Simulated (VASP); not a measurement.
Here is a VASP 6.6.1 calculation.

The input INCAR:

```
PREC     = Accurate       # precision mode
ENCUT    = 520            # plane-wave cutoff, eV
EDIFF    = 1E-7           # SCF threshold, eV
ISMEAR   = 0              # smearing method
SIGMA    = 0.1            # smearing width, eV
LREAL    = False          # projectors in reciprocal space
LASPH    = True           # aspherical terms in the spheres
NELM     = 150            # most SCF steps
ALGO     = Normal         # electronic algorithm
ISIF     = 2              # what is computed and relaxed
LWAVE    = False          # write WAVECAR
LCHARG   = False          # write CHGCAR
ISPIN    = 2              # spin polarisation
MAGMOM   = 0 0 1 1 1      # initial moments
LORBIT   = 11             # projections on sites
GGA      = PE             # functional
NBANDS   = 26             # bands
```

File KPOINTS:

```
regular mesh
0
Gamma
  6 6 6
```

The input POSCAR:

```
Si2NF2
1.0
   -1.8101038000      1.8101038000      4.5537149900
    1.8101038000     -1.8101038000      4.5537149900
    1.8101038000      1.8101038000     -4.5537149900
Si N F
2 1 2
Direct
    0.2500000000      0.7500000000      0.5000000000
    0.7500000000      0.2500000000      0.5000000000
    0.0000000000      0.0000000000      0.0000000000
    0.6276139600      0.6276139600      0.0000000000
    0.3723860400      0.3723860400      0.0000000000
```

Potentials or basis: VASP PAW PBE potentials, release 64 (Si, N, F).

Launch:

```console
$ cat potpaw_PBE.64/Si/POTCAR potpaw_PBE.64/N/POTCAR potpaw_PBE.64/F/POTCAR > POTCAR
$ mpirun -np 1 vasp_std > vasp.out
```

Problem. Estimate the largest force.

Solution. 2.002 eV/Å.

Problem. What does it give for the pressure?

Solution. 20.5 GPa.

Problem. Predict the site moments.

Solution. Si -0.02; N +1.02; F +0.01 μB.

Forces in eV/Å, atoms in the order of the input:
```
Si   0.000  0.000  0.000
Si   0.000  0.000  0.000
N    0.000  0.000  0.000
F    0.000  0.000 -2.002
F    0.000  0.000  2.002
```

Caveat: the cell stands under pressure; forces of over 1 eV/Å act on the atoms, so gaps and moduli don't describe the material at rest.
